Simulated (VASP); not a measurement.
NaH, 2 atoms in the cell. Symmetry: F-43m, No. 216, cubic system. Conventional cell: a = 5.068 Å, b = 5.068 Å, c = 5.068 Å, α = 90.00°, β = 90.00°, γ = 90.00°. Within 2.9 Å of Na (site symmetry -43m) lie 4 H at 2.19 Å. Within 2.9 Å of H (site symmetry -43m) lie 4 Na at 2.19 Å. 

- Program: VASP 6.6.1
- Task: single point
- Functional: LDA
- Potentials or basis: VASP PAW LDA potentials, release 64 (Na_pv, H)
- Cutoff: 520 eV
- k mesh: 8 × 8 × 8
- Occupations: fermi-dirac, width 0.02 eV
- Spin: no spin polarisation
- Dipole correction: no
- Further INCAR settings: ALGO = Normal; EDIFF = 1e-06; NBANDS = 11

Potentials or basis: VASP PAW LDA potentials, release 64 (Na_pv, H).

Run with:

```bash
$ cat potpaw_LDA.64/Na_pv/POTCAR potpaw_LDA.64/H/POTCAR > POTCAR
$ mpirun -np 1 vasp_std > vasp.out
```

Hardware: 1 thread of Intel Xeon 8259CL, with other jobs on the host.

**Question.** Estimate the wall time of this run.

**Answer.** Run time: 16 s on 1 thread of Intel Xeon 8259CL, on a shared host, peak memory 0.13 GiB. Counts: scf iterations 12, k points 29.
